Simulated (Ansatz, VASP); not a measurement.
SiC: VASP beside Ansatz

```
CELL_PARAMETERS angstrom
0.00000 2.17839 2.17839
2.17839 0.00000 2.17839
2.17839 2.17839 0.00000
ATOMIC_POSITIONS crystal
Si 0.00000 0.00236 0.00000
C 0.75000 0.74449 0.75000
```

Change from the starting cell: mode 4 frozen in at -0.012 Å and mode 5 at -0.012 Å (largest displacements).

Alike in both runs: task single point; functional PBEsol; k mesh 10 × 10 × 10; occupations gaussian, width 0.05 eV; no spin polarisation.

|  | VASP | Ansatz |
| --- | --- | --- |
| version | VASP 6.6.1 | Ansatz 0.2.0 |
| potentials or method | VASP PAW PBE potentials, release 64 (Si, C), cutoff 520 eV | scalar-relativistic, plane waves, PAW |
| valence electrons in the cell | 8 | 8 |

Ansatz gave:

- gap on the k mesh at the Fermi level (eV): 1.13
- least direct gap on the mesh (eV): 4.41
- pressure (GPa): 0.1
- traceless stress, the component that is largest in VASP (GPa): -1.13
- rms of the force components (eV/Å): 0.268

Question: What did VASP give for the same quantities?

Answer: gap on the k mesh at the Fermi level (eV): 1.12; least direct gap on the mesh (eV): 4.40; pressure (GPa): 0.4; traceless stress, the component that is largest in VASP (GPa): -1.14; rms of the force components (eV/Å): 0.269.

VASP's potentials were made for PBE, not for PBEsol. Atom by atom the forces differ by 0.001 eV/Å (rms over components). The functional is the same, so the differences come from potentials, cutoffs and numerics.
